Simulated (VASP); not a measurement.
A run of VASP 6.6.1 is set up as follows.

File POSCAR:

```
SrO
1.0
   -0.0285508084      2.5513415182      2.5513415182
    2.5513415182     -0.0285508084      2.5513415182
    2.5513415182      2.5513415182     -0.0285508084
Sr O
1 1
Direct
    0.0000000000      0.0000000000      0.0000000000
    0.5000000000      0.5000000000      0.5000000000
```

File INCAR.step1:

```
  PREC = Accurate
  ENCUT = 520
  ISMEAR = 0
  SIGMA = 0.01
  LREAL = F
  LASPH = T
  NELM = 100
  NBANDS = 15
  GGA = PE
  ALGO = Normal
  EDIFF = 1E-4
  LWAVE = T
  LCHARG = F
```

File INCAR.step2:

```
  PREC = Accurate
  ENCUT = 520
  EDIFF = 1E-6
  ISMEAR = 0
  SIGMA = 0.01
  LREAL = F
  LASPH = T
  NELM = 100
  ALGO = Normal
  ISIF = 2
  LWAVE = F
  LCHARG = F
  METAGGA = R2SCAN
  LMIXTAU = T
  NBANDS = 15
  ISTART = 1
```

KPOINTS

```
regular mesh
0
Gamma
  8 8 8
```

Potentials or basis: VASP PAW PBE potentials, release 64 (Sr_sv, O).

Command:

```bash
$ cat potpaw_PBE.64/Sr_sv/POTCAR potpaw_PBE.64/O/POTCAR > POTCAR
$ cp INCAR.step1 INCAR
$ mpirun -np 1 vasp_std > vasp.out
$ cp INCAR.step2 INCAR
$ mpirun -np 1 vasp_std > vasp.out
```

Task: Predict the band gap on the k mesh.

Result: 3.71 eV (least direct gap 3.81 eV).

Task: Estimate the pressure.

Result: 2.2 GPa.

Stress tensor (GPa, compression positive):
```
2.16 0.59 0.59
0.59 2.16 0.59
0.59 0.59 2.16
```

Caveat: the cell differs from its parent crystal (strain along [111] -1.7%); the PAW data sets were made with another functional, which shifts forces and pressure a little. A k mesh can miss the band edges.
